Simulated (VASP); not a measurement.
Here is a VASP 6.6.1 calculation.

The input INCAR:

```
SYSTEM = TiCo2
PREC = Accurate ; ENCUT = 550
EDIFF = 1E-6 ; ISMEAR = -1
SIGMA = 0.15 ; LREAL = .False.
LASPH = .True. ; NELM = 300
ALGO = All ; ISIF = 2
LWAVE = .False. ; LCHARG = .False.
NBANDS = 39 ; GGA_COMPAT = .False.
ISEARCH = 1 ; KPAR = 4
```

The input KPOINTS:

```
regular mesh
0
Gamma
  10 10 10
  0 0 0
```

Contents of POSCAR:

```
TiCo2
1.0
    0.0000000000      3.2474172319      3.2474172319
    3.2474172319      0.0000000000      3.2474172319
    3.2474172319      3.2474172319      0.0000000000
Ti Co
2 4
Direct
    0.5000000000      0.5000000000      0.5000000000
    0.7500000000      0.7500000000      0.7500000000
    0.1250000000      0.1250000000      0.1250000000
    0.6250000000      0.1250000000      0.1250000000
    0.1250000000      0.1250000000      0.6250000000
    0.1250000000      0.6250000000      0.1250000000
```

Potentials or basis: VASP PAW LDA potentials, release 64 (Ti_sv, Co).

Launch:

```sh
$ cat potpaw_LDA.64/Ti_sv/POTCAR potpaw_LDA.64/Co/POTCAR > POTCAR
$ mpirun -np 4 vasp_std > vasp.out
```

Predict the pressure.

-0.5 GPa.

What does it give for the band gap on the k mesh?

Zero (bands 30 and 31 overlap by 0.84 eV).

Caveat: the run has no spin polarisation, though such a crystal can be magnetic. Spin polarisation is off, so any magnetic state and its effect on volume and gap are missing.
